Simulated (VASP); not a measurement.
The system is TaSi.

```
CELL_PARAMETERS angstrom
3.22972 0.00000 0.00000
-1.61486 2.79702 0.00000
0.00000 0.00000 8.50104
ATOMIC_POSITIONS crystal
Ta 0.33333 0.66667 0.84922
Ta 0.66667 0.33333 0.15078
Si 0.33333 0.66667 0.39552
Si 0.66667 0.33333 0.60448
```

| Quantity | Value |
| --- | --- |
| Program | VASP 6.6.1 |
| Task | relaxation of cell and atoms |
| Functional | PBE |
| Potentials or basis | VASP PAW PBE potentials, release 64 (Ta_pv, Si) |
| Cutoff | 600 eV |
| k mesh | 6 × 6 × 2 |
| Occupations | gaussian, width 0.1 eV |
| Spin | no spin polarisation |

At the start: pressure -17.8 GPa; volume 19.20 Å³/atom.

**Question.** How do energy, volume and symmetry change on relaxing?

**Answer.** Over 32 steps the energy falls by 364.3 meV/atom and the volume is 17.08 Å³/atom (-11.0 %); space group P-3m1 (No. 164, to 0.05 Å).

The path:
```
step  energy change (eV)  largest force (eV/Å)  pressure (GPa)  volume (Å³)
   1              0.0000                0.4726          -17.85        76.79
   2              0.4349                0.2628           41.02        55.39
   3             -0.7136                0.5313           -0.67        66.21
   4             -0.7148                0.5307            0.12        65.88
   5             -0.7147                0.5303            0.65        65.68
   6             -0.7416                0.0907            1.07        65.60
   7             -0.7424                0.0934            1.20        65.59
   8             -0.7657                0.2993           -0.97        66.64
   9             -0.7688                0.5094           -5.82        69.80
  10             -0.7714                0.5027           -5.87        69.87
  11             -0.7808                0.4903           -6.11        70.08
  12             -0.8039                0.5039           -6.59        70.50
  13             -0.8453                0.5633           -7.57        71.33
  14             -0.9167                0.6664           -9.50        72.91
  15             -0.9250                1.2019          -11.53        75.81
  16             -0.9423                0.8322          -10.30        73.82
  17             -1.0055                1.0862           -9.88        73.91
  18             -1.0906                1.4596           -8.46        73.98
  19             -1.0899                1.4211           -8.74        73.99
  20             -1.1584                1.4214           -7.46        73.06
  21             -1.3127                1.3381           -3.02        70.33
  22             -1.3371                0.9498            9.05        65.08
  23             -1.3778                1.2037            2.92        67.46
  24             -1.4173                0.8744            2.21        67.58
  25             -1.4545                0.1009            1.10        67.85
  26             -1.4548                0.1007            1.02        67.88
  27             -1.4548                0.1162            1.00        67.89
  28             -1.4564                0.0816            0.31        68.18
  29             -1.4567                0.0564           -0.20        68.40
  30             -1.4567                0.0590           -0.15        68.37
  31             -1.4570                0.0428           -0.11        68.36
  32             -1.4574                0.0221            0.03        68.34
```

Final structure:
```
Ta Si
1.0
     3.42413    0.00000    0.00000
    -1.71207    2.96539    0.00000
     0.00000    0.00000    6.73037
Ta Si
2 2
Direct
  0.33333 0.66667 0.84491
  0.66667 0.33333 0.15509
  0.33333 0.66667 0.40763
  0.66667 0.33333 0.59237
```

Caveat: the k points lie up to 0.47 Å⁻¹ apart in the final cell.
